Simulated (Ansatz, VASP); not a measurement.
Sr in VASP and in Ansatz

```
CELL_PARAMETERS angstrom
-1.79764 1.79764 1.79764
1.79764 -1.79764 1.79764
1.79764 1.79764 -1.79764
ATOMIC_POSITIONS crystal
Sr 0.00000 0.00000 0.00000
```

Change from the starting cell: volume scaled by 0.43, LAPW.

Alike in both runs: task single point; functional PBE; k mesh 11 × 11 × 11; occupations fermi-dirac, width 0.05 eV; no spin polarisation.

|  | VASP | Ansatz |
| --- | --- | --- |
| version | VASP 6.6.1 | Ansatz 0.2.0 |
| potentials or method | VASP PAW PBE potentials, release 64 (Sr_sv), cutoff 520 eV | all-electron LAPW, scalar-relativistic |

|  | VASP | Ansatz | Ansatz less VASP |
| --- | --- | --- | --- |
| pressure (GPa) | 36.0 | 35.5 | -0.49 |

Both programs put the cell under a high pressure, so it lies far from rest at this level. Ansatz ran all-electron here, and VASP with PAW potentials.
